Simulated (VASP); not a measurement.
A run of VASP 6.6.1 is set up as follows.

File INCAR:

```
SYSTEM = Ga5CoF
ALGO     = Normal         ! electronic algorithm
EDIFF    = 1E-6           ! SCF threshold, eV
ENCUT    = 520            ! plane-wave cutoff, eV
GGA      = PE             ! functional
ISIF     = 2              ! what is computed and relaxed
ISMEAR   = 1              ! smearing method
LASPH    = .True.         ! aspherical terms in the spheres
LCHARG   = .False.        ! write CHGCAR
LREAL    = .False.        ! projectors in reciprocal space
LWAVE    = .False.        ! write WAVECAR
NBANDS   = 50             ! bands
NELM     = 60             ! most SCF steps
PREC     = Accurate       ! precision mode
SIGMA    = 0.011          ! smearing width, eV
```

File KPOINTS:

```
k-points
0
Gamma
  6 6 4
  0 0 0
```

File POSCAR:

```
Ga5CoF
1.0
    4.0469260000      0.0000000000      0.0000000000
    0.0000000000      4.0469260000      0.0000000000
    0.0000000000      0.0000000000      6.4274710000
Ga F Co
5 1 1
Direct
    0.0000000000      0.5000000000      0.3048000000
    0.5000000000      0.0000000000      0.3048000000
    0.0000000000      0.5000000000      0.6952000000
    0.5000000000      0.0000000000      0.6952000000
    0.5000000000      0.5000000000      0.0000000000
    0.0000000000      0.0000000000      0.0000000000
    0.0000000000      0.0000000000      0.5000000000
```

Potentials or basis: VASP PAW PBE potentials, release 64 (Ga_d, F, Co).

The run is started by

```sh
$ cat potpaw_PBE.64/Ga_d/POTCAR potpaw_PBE.64/F/POTCAR potpaw_PBE.64/Co/POTCAR > POTCAR
$ mpirun -np 1 vasp_std > vasp.out
```

(1) Predict the largest force.

(2) Estimate the pressure.

(3) Predict the band gap on the k mesh.

Results:

(1) 0.952 eV/Å.

(2) 8.2 GPa.

(3) zero (an odd number of electrons rules out a gap without spin polarisation).

Caveat: the cell stands under pressure; an odd number of electrons without spin polarisation forces a metal; a magnetic or distorted state may lie lower; the run has no spin polarisation, though such a crystal can be magnetic.
